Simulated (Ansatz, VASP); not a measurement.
## Ge in VASP and in Ansatz

```
CELL_PARAMETERS angstrom
4.02269 0.00000 0.00000
-2.01134 3.48375 0.00000
0.00000 0.00000 18.86852
ATOMIC_POSITIONS crystal
Ge 0.33333 0.66667 0.27476
Ge 0.66667 0.33333 0.23849
Ge 0.33333 0.66667 0.49652
Ge 0.66667 0.33333 0.46025
```

Alike in both runs: task single point; functional PBE; dispersion D3(BJ); k mesh 9 × 9 × 1; occupations gaussian, width 0.1 eV; no spin polarisation.

```csv
,VASP,Ansatz
version,VASP 6.6.1,Ansatz 0.2.0
potentials or method,"VASP PAW PBE potentials, release 64 (Ge_d), cutoff 520 eV","scalar-relativistic, plane waves, PAW"
valence electrons in the cell,56,56
```

```tsv
	VASP	Ansatz	Ansatz less VASP
gap on the k mesh at the Fermi level (eV)	0.27	0.27	0.000
least direct gap on the mesh (eV)	0.29	0.29	0.000
rms of the force components (eV/Å)	0.054	0.053	-0.0007
```

Atom by atom the forces differ by 0.001 eV/Å (rms over components).
